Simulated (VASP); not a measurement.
## BaTe: single point with LDA

BaTe:

```
Ba Te
1.0
     4.26247    0.00000    0.00000
     0.00000    4.26247    0.00000
     0.00000    0.00000    3.94278
Ba Te
1 1
Direct
  0.00000 0.00000 0.00000
  0.50000 0.50000 0.50000
```

This cell differs from its parent crystal: strain -0.0750 x Voigt [0, 0, 1, 0, 0, 0].

```yaml
Program: VASP 6.6.1
Task: single point
Functional: LDA
Potentials_or_basis: VASP PAW LDA potentials, release 64 (Ba_sv, Te)
Cutoff: 520 eV
k_mesh: 6 × 6 × 6
Occupations: gaussian, width 0.05 eV
Spin: no spin polarisation
```

```json
{
 "Pressure": "-0.4 GPa",
 "Band gap on the k mesh": "zero (band 8 reaches 4.71 eV, above the bottom of band 9 at 4.65 eV)"
}
```

Stress tensor (GPa, compression positive):
```
-2.38  0.00  0.00
 0.00 -2.38  0.00
 0.00  0.00  3.57
```

Levels at points of the mesh, in eV from the Fermi level:
| k point | band 5 | band 6 | band 7 | band 8 | band 9 | band 10 | band 11 | band 12 |
| --- | --- | --- | --- | --- | --- | --- | --- | --- |
| (0.00, 0.00, 0.00) | -11.11 | -1.02 | -1.02 | -0.27 | -0.01 | 0.02 | 2.22 | 3.84 |
| (0.50, 0.00, 0.00) | -10.16 | -4.13 | -1.76 | -0.82 | 0.74 | 4.16 | 4.40 | 4.83 |
| (0.50, 0.50, 0.00) | -10.60 | -2.57 | -2.57 | 0.05 | 0.13 | 2.68 | 2.95 | 2.95 |
| (0.00, 0.00, 0.50) | -10.06 | -4.14 | -1.59 | -1.59 | 1.10 | 4.21 | 4.47 | 4.92 |
| (0.50, 0.00, 0.50) | -10.38 | -2.75 | -2.42 | -0.59 | 0.45 | 1.78 | 1.99 | 2.37 |
| (0.50, 0.50, 0.50) | -9.99 | -3.71 | -3.62 | -3.62 | 4.36 | 4.36 | 4.84 | 6.01 |

It took 25 s on 1 thread of AMD EPYC 7R13 Processor (Zen 3) (shared host), peak memory 0.15 GiB.

Caveat: the cell differs from its parent crystal (strain -0.0750 x Voigt [0, 0, 1, 0, 0, 0]); spin-orbit coupling is left out, which moves the levels of the heavy elements.
